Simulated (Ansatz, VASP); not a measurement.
## C in VASP and in Ansatz

```
C
1.0
     2.51153    0.00000    0.00000
    -1.25577    2.17505    0.00000
     0.00000    0.00000    4.18043
C
4
Direct
  0.33333 0.66667 0.00023
  0.66667 0.33333 0.50023
  0.33333 0.66667 0.37477
  0.66667 0.33333 0.87477
```

Alike in both runs: task single point; functional PBE; k mesh 9 × 9 × 6; no spin polarisation.

|  | VASP | Ansatz |
| --- | --- | --- |
| version | VASP 6.6.1 | Ansatz 0.2.0 |
| potentials or method | VASP PAW PBE potentials, release 64 (C) | plane waves, PAW |
| plane-wave cutoff (eV) | 520 | 420 |
| occupations | gaussian, width 0.01 eV | fixed |
| valence electrons in the cell | 16 | 16 |

```tsv
	VASP	Ansatz	Ansatz less VASP
gap on the k mesh at the Fermi level (eV)	3.34	3.35	+0.012
pressure (GPa)	0.7	0.0	-0.64
traceless stress, the component that is largest in VASP (GPa)	-0.11	-0.04	+0.078
```
